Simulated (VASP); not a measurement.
# Ti3Al5 (Cmmm) in VASP: single point with PBEsol

Aim: the single point of Ti3Al5 with PBEsol.

Program: VASP 6.6.1. These are calculated values, not measurements. Logs are shortened: lines on timing, memory, paths and dates and some standing lists are left out, and cuts for length are marked.

## (1) The cell of the first run

The structure is orthorhombic, space group Cmmm (No. 65). Conventional cell: a = 5.457 Å, b = 5.526 Å, c = 8.297 Å, α = 90.00°, β = 90.00°, γ = 90.00°. Ti (site symmetry mmm) has 4 Ti at 2.73 to 2.76 Å and 8 Al at 2.83 Å within 3.6 Å. Within 3.6 Å of Ti (site symmetry mmm) lie 12 Al at 2.73 to 2.86 Å. Ti (site symmetry mmm) has 4 Ti at 2.73 to 2.76 Å and 8 Al at 2.83 Å within 3.6 Å. Al (site symmetry 2) has 6 Al at 2.73 to 2.86 Å and 6 Ti at 2.83 to 2.86 Å within 3.6 Å. Al (site symmetry mmm) has 4 Ti at 2.73 to 2.76 Å and 8 Al at 2.86 Å within 3.6 Å.

## (2) Single point, PBEsol (strain +0.0125 x Voigt [0, 0, 0, 0, 0, 1])

INCAR

```
  PREC = Accurate
  ENCUT = 520
  EDIFF = 1E-7
  ISMEAR = 0
  SIGMA = 0.15
  LREAL = F
  LASPH = T
  NELM = 60
  ALGO = Fast
  ISIF = 2
  LWAVE = F
  LCHARG = F
  GGA = PS
  NBANDS = 36
```

KPOINTS

```
regular mesh
0
Gamma
  10 10 6
```

POSCAR

```
Ti3Al5
1.0
    3.8832951200      0.0242705945      0.0000000000
    0.0242705945      3.8832951200      0.0000000000
    0.0000000000      0.0000000000      8.2968849545
Ti Al
3 5
Direct
    0.0000000000      0.0000000000      0.5000000000
    0.5000000000      0.5000000000      0.0000000000
    0.5000000000      0.5000000000      0.5000000000
    0.0000000000      0.5000000000      0.2523516175
    0.0000000000      0.5000000000      0.7476483825
    0.5000000000      0.0000000000      0.2523516175
    0.5000000000      0.0000000000      0.7476483825
    0.0000000000      0.0000000000      0.0000000000
```

Potentials or basis: VASP PAW PBE potentials, release 64 (Ti_sv, Al).

Launch:

```bash
> cat potpaw_PBE.64/Ti_sv/POTCAR potpaw_PBE.64/Al/POTCAR > POTCAR
> mpirun -np 1 vasp_std > vasp.out
```

OUTCAR:

```text
PREC = Accurate
   ENCUT = 520
   EDIFF = 1E-7
   ISMEAR = 0
   LREAL = F
   LASPH = T
   NELM = 60
   ISIF = 2
   GGA = PS

 ion  position               nearest neighbor table
   1  0.000  0.000  0.500-   3 2.73   3 2.73   3 2.76   3 2.76   7 2.83   4 2.83   4 2.83   5 2.83
                             5 2.83   6 2.83   7 2.83   6 2.83
   2  0.500  0.500  0.000-   8 2.73   8 2.73   8 2.76   8 2.76   4 2.86   6 2.86   7 2.86   5 2.86
                             4 2.86   5 2.86   6 2.86   7 2.86
   3  0.500  0.500  0.500-   1 2.73   1 2.73   1 2.76   1 2.76   7 2.83   4 2.83   6 2.83   7 2.83
                             5 2.83   4 2.83   5 2.83   6 2.83
   4  0.000  0.500  0.252-   6 2.73   6 2.73   6 2.76   6 2.76   3 2.83   3 2.83   1 2.83   1 2.83
                             2 2.86   2 2.86   8 2.86   8 2.86
   5  0.000  0.500  0.748-   7 2.73   7 2.73   7 2.76   7 2.76   3 2.83   3 2.83   1 2.83   1 2.83
                             2 2.86   2 2.86   8 2.86   8 2.86
   6  0.500  0.000  0.252-   4 2.73   4 2.73   4 2.76   4 2.76   3 2.83   1 2.83   1 2.83   3 2.83
                             2 2.86   2 2.86   8 2.86   8 2.86
   7  0.500  0.000  0.748-   5 2.73   5 2.73   5 2.76   5 2.76   3 2.83   1 2.83   1 2.83   3 2.83
                             2 2.86   2 2.86   8 2.86   8 2.86
   8  0.000  0.000  0.000-   2 2.73   2 2.73   2 2.76   2 2.76   7 2.86   4 2.86   4 2.86   5 2.86
                             5 2.86   6 2.86   7 2.86   6 2.86

  LATTYP: Found a base centered orthorhombic cell.
 ALAT       =     5.4574848215
 B/A-ratio  =     1.0125786164
 C/A-ratio  =     1.5202763225

  Lattice vectors:

 A1 = (  -0.0242705945,  -3.8832951200,   0.0000000000)
 A2 = (   3.8832951200,   0.0242705945,   0.0000000000)
 A3 = (   0.0000000000,   0.0000000000,   8.2968849545)

Analysis of symmetry for initial positions (statically):
=====================================================================
 Subroutine PRICEL returns:
 Original cell was already a primitive cell.

 Routine SETGRP: Setting up the symmetry group for a
 base centered orthorhombic supercell.

 Subroutine GETGRP returns: Found  8 space group operations
 (whereof  8 operations were pure point group operations)
 out of a pool of  8 trial point group operations.

The static configuration has the point symmetry D_2h.

Analysis of symmetry for dynamics (positions and initial velocities):
=====================================================================
 Subroutine PRICEL returns:
 Original cell was already a primitive cell.

 Routine SETGRP: Setting up the symmetry group for a
 base centered orthorhombic supercell.

 Subroutine GETGRP returns: Found  8 space group operations
 (whereof  8 operations were pure point group operations)
 out of a pool of  8 trial point group operations.

The dynamic configuration has the point symmetry D_2h.

 Subroutine INISYM returns: Found  8 space group operations
 (whereof  8 operations are pure point group operations),
 and found     1 'primitive' translations

----------------------------------------------------------------------------------------

                                     Primitive cell

  volume of cell :     125.1120

  direct lattice vectors                    reciprocal lattice vectors
     3.883295120  0.024270594  0.000000000     0.257523323 -0.001609521  0.000000000
     0.024270594  3.883295120  0.000000000    -0.001609521  0.257523323  0.000000000
     0.000000000  0.000000000  8.296884954     0.000000000  0.000000000  0.120527162

  length of vectors
     3.883370965  3.883370965  8.296884954     0.257528353  0.257528353  0.120527162

  position of ions in fractional coordinates (direct lattice)
     0.000000000  0.000000000  0.500000000
     0.500000000  0.500000000  0.000000000
     0.500000000  0.500000000  0.500000000
     1.000000000  0.500000000  0.252351617
     1.000000000  0.500000000  0.747648383
     0.500000000  1.000000000  0.252351617
     0.500000000  1.000000000  0.747648383
     0.000000000  0.000000000  0.000000000

  ion indices of the primitive-cell ions
   primitive index   ion index
                 1           1
                 2           2
                 3           3
                 4           4
                 5           5
                 6           6
                 7           7
                 8           8

----------------------------------------------------------------------------------------

 KPOINTS: regular mesh

Automatic generation of k-mesh.
 Grid dimensions read from file:
 generate k-points for:   10   10    6

 Generating k-lattice:

  Cartesian coordinates                     Fractional coordinates (reciprocal lattice)
     0.025752332 -0.000160952  0.000000000     0.100000000 -0.000000000  0.000000000
    -0.000160952  0.025752332  0.000000000    -0.000000000  0.100000000  0.000000000
     0.000000000  0.000000000  0.020087860     0.000000000  0.000000000  0.166666667

  Length of vectors
     0.025752835  0.025752835  0.020087860

  Shift w.r.t. Gamma in fractional coordinates (k-lattice)
     0.000000000  0.000000000  0.000000000

 Subroutine IBZKPT returns following result:
 ===========================================

 Found    124 irreducible k-points:

 Following reciprocal coordinates:
            Coordinates               Weight
  0.000000  0.000000  0.000000      1.000000
  0.100000 -0.000000  0.000000      4.000000
  0.200000 -0.000000  0.000000      4.000000
  0.300000 -0.000000  0.000000      4.000000
  0.400000 -0.000000  0.000000      4.000000
  0.500000 -0.000000  0.000000      2.000000
[... 16 lines left out ...]
  0.300000  0.300000  0.000000      2.000000
  0.400000  0.300000  0.000000      4.000000
 [... further k-points ...]
   k-points           NKPTS =    124   k-points in BZ     NKDIM =    124   number of bands    NBANDS=     36
   number of dos      NEDOS =    301   number of ions     NIONS =      8
   total plane-waves  NPLWV =  57600
   dimension x,y,z NGX =    30 NGY =   30 NGZ =   64
   dimension x,y,z NGXF=    60 NGYF=   60 NGZF=  128
   ions per type =               3   5
   NGX,Y,Z   is equivalent  to a cutoff of  12.84, 12.84, 12.82 a.u.
   NGXF,Y,Z  is equivalent  to a cutoff of  25.69, 25.69, 25.65 a.u.
 SYSTEM =  unknown system
   PREC   = accura    normal or accurate (medium, high low for compatibility)
   ISTART =      0    job   : 0-new  1-cont  2-samecut
   ICHARG =      2    charge: 1-file 2-atom 10-const
   ISPIN  =      1    spin polarized calculation?
   LNONCOLLINEAR =      F non collinear calculations
   LSORBIT =      F    spin-orbit coupling
   LASPH  =      T    aspherical Exc in radial PAW
   ENCUT  =  520.0 eV  38.22 Ry    6.18 a.u.   7.22  7.22 15.43*2*pi/ulx,y,z
   NELM   =     60;   NELMIN=  2; NELMDL= -5     # of ELM steps
   EDIFF  = 0.1E-06   stopping-criterion for ELM
   LREAL  =      F    real-space projection
   EDIFFG = 0.1E-05   stopping-criterion for IOM
   NSW    =      0    number of steps for IOM
   IBRION =     -1    ionic relax: 0-MD 1-quasi-New 2-CG
   NFREE  =      0    steps in history (QN), initial steepest desc. (CG)
   ISIF   =      2    stress and relaxation
   ISYM   =      2    0-nonsym 1-usesym 2-fastsym
   POTIM  = 0.5000    time-step for ionic-motion
   TEBEG  =    0.0;   TEEND  =   0.0 temperature during run
   PSTRESS=    0.0 pullay stress
   NELECT =      51.0000    total number of electrons
   NUPDOWN=      -1.0000    fix difference up-down
   EMIN   =  10.00;   EMAX   =-10.00  energy-range for DOS
   EFERMI =   0.00;   METHOD = LEGACY
   ISMEAR =     0;   SIGMA  =   0.15  broadening in eV -4-tet -1-fermi 0-gaus
   EFERMI_NEDOS =   21; number of points for ismear=-14 and -15
   IALGO  =     68    algorithm
   IMIX   =      4    mixing-type and parameters
     AMIX     =   0.40;   BMIX     =  1.00
     AMIX_MAG =   1.60;   BMIX_MAG =  1.00
  volume/ion in A,a.u.               =      15.64       105.54
  Fermi-wavevector in a.u.,A,eV,Ry     =   1.213851  2.293845 20.047279  1.473433
  Thomas-Fermi vector in A             =   2.349289
   LORBIT       =      0    0 simple, 1 ext, 2 COOP (PROOUT), +10 PAW based schemes
   GGA     = PS    functional components
   LHFCALC =     F    Hartree Fock is set to
   AEXX    =    0.0000 exact exchange contribution
   IVDW    =     0    specifies the selected vdW correction
   LEPSILON=     F    determine dielectric tensor
   LRPA    =     F    only Hartree local field effects (RPA)
 non-spin polarized calculation
 RMM-DIIS sequential band-by-band and
 Gauss-broadening in eV      SIGMA  =   0.15
  energy-cutoff  :      520.00
  volume of cell :      125.11
 maximum number of plane-waves:      3400
 NGX is ok and might be reduce to    30
   NGX = 15   NGY = 15   NGZ = 31

 number of electron      50.9999999 magnetization

 Free energy of the ion-electron system (eV)
  ---------------------------------------------------
  ext. energy  EPLUGINS =         0.00000000
  ---------------------------------------------------
  free energy    TOTEN  =       -48.72836796 eV

  energy without entropy =      -48.67037116  energy(sigma->0) =      -48.69936956

 E-fermi :   8.5496     XC(G=0): -11.0856

 val. band max:        8.5433910622   @ k =   0.4000  -0.0000   0.5000
 cond. band min:       8.5551289836   @ k =  -0.2000   0.2000   0.5000
 fundamental gap:      0.0117379214
 Fermi energy:         8.5496055270

 k-point     1 :       0.0000    0.0000    0.0000
  band No.  band energies     occupation
      1     -47.9121      2.00000
      2     -47.7832      2.00000
      3     -47.4404      2.00000
      4     -24.3154      2.00000
      5     -24.3141      2.00000
      6     -24.3020      2.00000
[... 28 lines left out ...]
     35      11.2975      0.00000
     36      12.5626      0.00000

 k-point     2 :       0.1000   -0.0000    0.0000
  band No.  band energies     occupation
      1     -47.9120      2.00000
      2     -47.7814      2.00000
      3     -47.4422      2.00000
      4     -24.3166      2.00000
      5     -24.3130      2.00000
      6     -24.3030      2.00000
[... 850 lines left out ...]
 k-point    24 :       0.4000    0.3000    0.0000
  band No.  band energies     occupation
      1     -47.9105      2.00000
      2     -47.7634      2.00000
      3     -47.4580      2.00000
      4     -24.3328      2.00000
      5     -24.3173      2.00000
      6     -24.3085      2.00000
[... 28 lines left out ...]
     35      11.3314      0.00000
     36      11.6469      0.00000

 [... further k-points ...]

------------------------ aborting loop because EDIFF is reached ----------------------------------------

  FORCE on cell =-STRESS in cart. coord.  units (eV):
  Direction    XX          YY          ZZ          XY          YZ          ZX
  --------------------------------------------------------------------------------------
  -------------------------------------------------------------------------------------
  Total        0.1240152      0.1240152     -0.0668344     -0.9773722      0.0000000      0.0000000
  in kB        1.5881325      1.5881325     -0.8558783    -12.5161758      0.0000000      0.0000000
  external PRESSURE =       0.7734622 kB  Pullay stress =       0.0000000 kB

 VOLUME and BASIS-vectors are now :
 -----------------------------------------------------------------------------
  energy-cutoff  :      520.00
  volume of cell :      125.11
      direct lattice vectors                 reciprocal lattice vectors
     3.883295120  0.024270594  0.000000000     0.257523323 -0.001609521  0.000000000
     0.024270594  3.883295120  0.000000000    -0.001609521  0.257523323  0.000000000
     0.000000000  0.000000000  8.296884954     0.000000000  0.000000000  0.120527162

 POSITION                                       TOTAL-FORCE (eV/Angst)
 -----------------------------------------------------------------------------------
      0.00000      0.00000      4.14844         0.000000      0.000000      0.000000
      1.95378      1.95378      0.00000         0.000000      0.000000      0.000000
      1.95378      1.95378      4.14844         0.000000      0.000000      0.000000
      0.01214      1.94165      2.09373         0.000000      0.000000      0.000573
      0.01214      1.94165      6.20315        -0.000000      0.000000     -0.000573
      1.94165      0.01214      2.09373         0.000000      0.000000      0.000573
      1.94165      0.01214      6.20315         0.000000     -0.000000     -0.000573
      0.00000      0.00000      0.00000         0.000000      0.000000      0.000000
 -----------------------------------------------------------------------------------
    total drift:                                0.000000      0.000000      0.000000

  FREE ENERGIE OF THE ION-ELECTRON SYSTEM (eV)
  ---------------------------------------------------
  free  energy   TOTEN  =       -48.7283679637 eV

  energy  without entropy=      -48.6703711569  energy(sigma->0) =      -48.69936956
```

It took 48 min on 1 thread of Oxide Virtual Turin-like, shared host; peak memory 0.5 GiB.

Results:

```
Free energy            : -48.7284 eV
Pressure               : 0.1 GPa
Band gap on the k mesh : zero (an odd number of electrons rules out a gap without spin polarisation)
```

Caveat: the cell differs from its parent crystal (strain +0.0125 x Voigt [0, 0, 0, 0, 0, 1]); the PAW data sets were made with another functional, which shifts forces and pressure a little.
